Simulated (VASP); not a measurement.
Input of a VASP 6.6.1 run:

Contents of INCAR:

```
SYSTEM = Rh
ALGO = Normal ; EDIFF = 1E-6
ENCUT = 520 ; GGA = PE
ISIF = 2 ; ISMEAR = -1
LASPH = .True. ; LCHARG = .False.
LREAL = .False. ; LWAVE = .False.
NBANDS = 14 ; NELM = 60
PREC = Accurate ; SIGMA = 0.06122561905347299
```

Contents of KPOINTS:

```
k-points
0
Gamma
  25 25 25
  0 0 0
```

Contents of POSCAR:

```
Rh
1.0
   -1.5040632869      1.5040632869      1.5040632869
    1.5040632869     -1.5040632869      1.5040632869
    1.5040632869      1.5040632869     -1.5040632869
Rh
1
Direct
    0.0000000000      0.0000000000      0.0000000000
```

Potentials or basis: VASP PAW PBE potentials, release 64 (Rh_pv).

Run with:

```bash
$ cat potpaw_PBE.64/Rh_pv/POTCAR > POTCAR
$ mpirun -np 1 vasp_std > vasp.out
```

(1) Predict the pressure.

Results:

(1) 16.9 GPa.
